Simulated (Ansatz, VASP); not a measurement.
# PbSe in VASP and in Ansatz

POSCAR

```
PbSe
1.0
    0.0000000000      2.8057265606      3.6474445287
    2.8057265606      0.0000000000      3.6474445287
    2.8057265606      2.8057265606      0.0000000000
Pb Se
1 1
Direct
    0.0000000000      0.0000000000      0.0000000000
    0.5000000000      0.5000000000      0.5000000000
```

File INCAR.step1:

```
PREC = Accurate
ENCUT = 520
ISMEAR = 0
SIGMA = 0.05
LREAL = False
LASPH = True
NELM = 80
NBANDS = 17
GGA = PE
ALGO = Normal
EDIFF = 1E-4
LWAVE = True
LCHARG = False
```

The input INCAR.step2:

```
PREC = Accurate
ENCUT = 520
EDIFF = 1E-6
ISMEAR = 0
SIGMA = 0.05
LREAL = False
LASPH = True
NELM = 80
ALGO = Normal
ISIF = 2
LWAVE = False
LCHARG = False
METAGGA = R2SCAN
LMIXTAU = True
NBANDS = 17
ISTART = 1
```

KPOINTS

```
Automatic mesh
0
Gamma
  10 10 10
```

Input for Ansatz:

```yaml
crystal:
  lattice:
    - [0.0, 2.8057265606, 3.6474445287]
    - [2.8057265606, 0.0, 3.6474445287]
    - [2.8057265606, 2.8057265606, 0.0]
  atoms:
    - { symbol: Pb, position: [0.0, 0.0, 0.0] }
    - { symbol: Se, position: [0.5, 0.5, 0.5] }
basis:
  ecutwfc: 500
kpoints:
  mp_grid: { grid: [10, 10, 10] }
hamiltonian:
  xc: r2scan
scf:
  occupations: { method: gaussian, width: 0.05 }
output:
  forces: true
  stress: true
  eigenvalues: true
  write_density: true
  write_potential: true
  elf: true
  volumetric_format: npy
```

Alike in both runs: task single point; functional r2SCAN; k mesh 10 × 10 × 10; occupations gaussian, width 0.05 eV; no spin polarisation.

```csv
,VASP,Ansatz
version,VASP 6.6.1,Ansatz 0.2.0
potentials or method,"VASP PAW PBE potentials, release 64 (Pb_d, Se), cutoff 520 eV","scalar-relativistic, plane waves, PAW"
valence electrons in the cell,20,30
```

|  | VASP | Ansatz | Ansatz less VASP |
| --- | --- | --- | --- |
| gap on the k mesh at the Fermi level (eV) | none | none | - |
| pressure (GPa) | 9.9 | 9.9 | -0.03 |
| traceless stress, the component that is largest in VASP (GPa) | -15.01 | -14.95 | +0.063 |

VASP's potentials were made for PBE, not for r2SCAN. A gap of «none» marks a metal or a gap that the smearing closes. VASP's potentials hold 20 valence electrons a cell and Ansatz's 30, so a difference there can come from the potentials and not from the codes.

Spin-orbit coupling is off throughout.
